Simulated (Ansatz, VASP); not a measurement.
**One calculation of CrNCl, two programs**

```
Cr N Cl
1.0
     3.22215    0.00000    0.00000
    -1.61107    2.79046    0.00000
     0.00000    0.00000    4.69111
Cr N Cl
1 1 1
Cartesian
  0.0000 1.8603 2.3456
  0.0000 0.0000 2.3456
  1.6111 0.9302 0.0000
```

Change from the starting cell: species swapped into the CeNiAs type (P-6m2, No. 187).

Alike in both runs: functional PBE; k mesh 6 × 6 × 6; occupations gaussian, width 0.1 eV; collinear spin.

Ansatz relaxed the structure, and its values are those at the end. VASP's run is a single point on that final structure, the one shown.

|  | VASP | Ansatz |
| --- | --- | --- |
| version | VASP 6.6.1 | Ansatz 0.2.0 |
| potentials or method | VASP PAW PBE potentials, release 64 (Cr_pv, N, Cl), cutoff 520 eV | scalar-relativistic, plane waves, PAW |
| valence electrons in the cell | 24 | 26 |

Ansatz gave:

* gap on the k mesh at the Fermi level (eV): none
* pressure (GPa): 0.2
* net moment per atom (μB): 0.65
* size of the moment on the site where the two differ most (μB): 1.83

Task: Which values does VASP return?

Result: gap on the k mesh at the Fermi level (eV): none; pressure (GPa): 0.4; net moment per atom (μB): 0.65; size of the moment on the site where the two differ most (μB): 2.28.

Site moments also hang on the region over which each program counts them. A gap of «none» marks a metal or a gap that the smearing closes. VASP's potentials hold 24 valence electrons a cell and Ansatz's 26, so a difference there can come from the potentials and not from the codes.

The k mesh is coarse, so the values compare programs but aren't converged.
